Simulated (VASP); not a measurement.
Wanted: the native input for a VASP 6.6.1 run.

```
Task                   : single point
Functional             : PBE
Potentials or basis    : VASP PAW PBE potentials, release 64 (Ti_sv)
Cutoff                 : 520 eV
k mesh                 : 23 × 23 × 23
Occupations            : fermi-dirac, width 0.0612256 eV
Spin                   : no spin polarisation
Dipole correction      : no
Further INCAR settings : ALGO = Normal; EDIFF = 1e-07; NBANDS = 12
```

The structure of Ti lies in POSCAR:

```
Ti
1.0
    0.0000000000      2.0969006117      2.0969006117
    2.0969006117      0.0000000000      2.0969006117
    2.0969006117      2.0969006117      0.0000000000
Ti
1
Direct
    0.0000000000      0.0000000000      0.0000000000
```

One way to write it, as run:

INCAR

```
SYSTEM = Ti
PREC     = Accurate       ! precision mode
ENCUT    = 520            ! plane-wave cutoff, eV
EDIFF    = 1E-7           ! SCF threshold, eV
ISMEAR   = -1             ! smearing method
SIGMA    = 0.06122561905347299 ! smearing width, eV
LREAL    = .False.        ! projectors in reciprocal space
LASPH    = .True.         ! aspherical terms in the spheres
NELM     = 80             ! most SCF steps
ALGO     = Normal         ! electronic algorithm
ISIF     = 2              ! what is computed and relaxed
LWAVE    = .False.        ! write WAVECAR
LCHARG   = .True.         ! write CHGCAR
GGA      = PE             ! functional
LELF     = .True.         ! ELF
LVHAR    = .True.       
NBANDS   = 12             ! bands
```

KPOINTS

```
regular mesh
0
Gamma
  23 23 23
  0 0 0
```

Potentials or basis: VASP PAW PBE potentials, release 64 (Ti_sv).

Launch:

```sh
$ cat potpaw_PBE.64/Ti_sv/POTCAR > POTCAR
$ mpirun -np 1 vasp_std > vasp.out
```

Results of the run:

| Item | Value |
| --- | --- |
| Pressure | -5.8 GPa |
| Band gap on the k mesh | zero (band 6 reaches 8.43 eV, above the bottom of band 7 at 7.24 eV) |

Wall time 40 s on 1 thread of Intel(R) Xeon(R) Platinum 8488C (Sapphire Rapids), with other jobs on the host, peak memory 0.2 GiB.
